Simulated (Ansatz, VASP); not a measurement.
# AlNi in VASP and in Ansatz

File INCAR:

```
PREC = Accurate
ENCUT = 520
EDIFF = 1E-6
ISMEAR = 0
SIGMA = 0.1
LREAL = F
LASPH = T
NELM = 100
ALGO = Fast
ISIF = 2
LWAVE = F
LCHARG = F
GGA = PS
NBANDS = 14
```

Contents of KPOINTS:

```
regular mesh
0
Gamma
  26 26 22
```

Contents of POSCAR:

```
AlNi
1.0
    1.9386940000     -1.9531901500      0.0000000000
    1.9386940000      1.9531901500      0.0000000000
    0.0000000000      0.0000000000      3.0994300413
Al Ni
1 1
Direct
    0.0000000000      0.0000000000      0.0000000000
    0.5000000000      0.5000000000      0.5000000000
```

Input for Ansatz:

```yaml
crystal:
  lattice:
    - [1.938694, -1.95319015, 0.0]
    - [1.938694, 1.95319015, 0.0]
    - [0.0, 0.0, 3.0994300413]
  atoms:
    - { symbol: Al, position: [0.0, 0.0, 0.0] }
    - { symbol: Ni, position: [0.5, 0.5, 0.5] }
basis:
  ecutwfc: 420
kpoints:
  mp_grid: { grid: [26, 26, 22] }
hamiltonian:
  xc: pbesol
scf:
  occupations: { method: gaussian, width: 0.1 }
output:
  forces: true
  stress: true
  eigenvalues: true
```

Alike in both runs: task single point; functional PBEsol; k mesh 26 × 26 × 22; occupations gaussian, width 0.1 eV; no spin polarisation.

|  | VASP | Ansatz |
| --- | --- | --- |
| version | VASP 6.6.1 | Ansatz 0.2.0 |
| potentials or method | VASP PAW PBE potentials, release 64 (Al, Ni), cutoff 520 eV | scalar-relativistic, plane waves, PAW |
| valence electrons in the cell | 13 | 21 |

```csv
,VASP,Ansatz,Ansatz less VASP
gap on the k mesh at the Fermi level (eV),none,none,-
pressure (GPa),0.8,0.4,-0.39
"traceless stress, the component that is largest in VASP (GPa)",-4.49,-4.35,+0.140
```

VASP's potentials were made for PBE, not for PBEsol. A gap of «none» marks a metal or a gap that the smearing closes. With one functional, cell and mesh, what is left measures potentials, basis and numerics. VASP's potentials hold 13 valence electrons a cell and Ansatz's 21, so a difference there can come from the potentials and not from the codes.
